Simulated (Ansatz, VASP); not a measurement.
**Two plane-wave programs on Mg2O3**

```
Mg O
1.0
     2.68507    1.55023    4.88723
    -2.68507    1.55023    4.88723
     0.00000   -3.10045    4.88723
Mg O
4 6
Direct
  0.85218 0.85218 0.85218
  0.64782 0.64782 0.64782
  0.14782 0.14782 0.14782
  0.35218 0.35218 0.35218
  0.05625 0.44375 0.75000
  0.75000 0.05625 0.44375
  0.44375 0.75000 0.05625
  0.94375 0.55625 0.25000
  0.25000 0.94375 0.55625
  0.55625 0.25000 0.94375
```

Alike in both runs: task single point; functional PBE; k mesh 6 × 6 × 6; occupations gaussian, width 0.1 eV; collinear spin.

```csv
,VASP,Ansatz
version,VASP 6.6.1,Ansatz 0.2.0
potentials or method,"VASP PAW PBE potentials, release 64 (Mg, O), cutoff 520 eV","scalar-relativistic, plane waves, PAW"
valence electrons in the cell,44,76
```

|  | VASP | Ansatz | Ansatz less VASP |
| --- | --- | --- | --- |
| gap on the k mesh at the Fermi level (eV) | none | none | - |
| pressure (GPa) | -8.0 | -7.4 | +0.55 |
| traceless stress, the component that is largest in VASP (GPa) | -0.84 | -0.85 | -0.011 |
| rms of the force components (eV/Å) | 0.108 | 0.104 | -0.0032 |
| net moment per atom (μB) | 0.40 | 0.40 | 0.000 |
| size of the moment on the site where the two differ most (μB) | 0.55 | 0.61 | +0.055 |

Site moments also hang on the region over which each program counts them. Atom by atom the forces differ by 0.005 eV/Å (rms over components). A gap of «none» marks a metal or a gap that the smearing closes. VASP's potentials hold 44 valence electrons a cell and Ansatz's 76, so a difference there can come from the potentials and not from the codes.
